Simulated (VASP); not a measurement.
HfB2, 3 atoms in the cell. It takes space group P6/mmm (No. 191, hexagonal). The conventional cell has a = 3.140 Å, b = 3.140 Å, c = 3.445 Å, α = 90.00°, β = 90.00°, γ = 120.00°. Within 3.3 Å of Hf (site symmetry 6/mmm) lie 12 B at 2.50 Å and 6 Hf at 3.14 Å. Within 2.4 Å of B (site symmetry -6m2) lie 3 B at 1.81 Å.  This cell differs from its parent crystal: zz strain of -1 %.

```yaml
Program: VASP 6.6.1
Task: single point
Functional: PBEsol
Potentials_or_basis: VASP PAW PBE potentials, release 64 (Hf_pv, B)
Cutoff: 520 eV
k_mesh: 13 × 13 × 11
Occupations: fermi-dirac, width 0.05 eV
Spin: no spin polarisation
Dipole_correction: no
Further_INCAR_settings: ALGO = Normal; EDIFF = 1e-06; NBANDS = 15
```

Potentials or basis: VASP PAW PBE potentials, release 64 (Hf_pv, B).

Run with:

```bash
$ cat potpaw_PBE.64/Hf_pv/POTCAR potpaw_PBE.64/B/POTCAR > POTCAR
$ mpirun -np 1 vasp_std > vasp.out
```

Hardware: 1 thread of Intel(R) Xeon(R) Platinum 8488C (Sapphire Rapids), on a shared host.

How long does it take, and how much memory?

It took 40 s on 1 thread of Intel(R) Xeon(R) Platinum 8488C (Sapphire Rapids), with other jobs on the host, peak memory 0.18 GiB. Counts: scf iterations 13, k points 126.
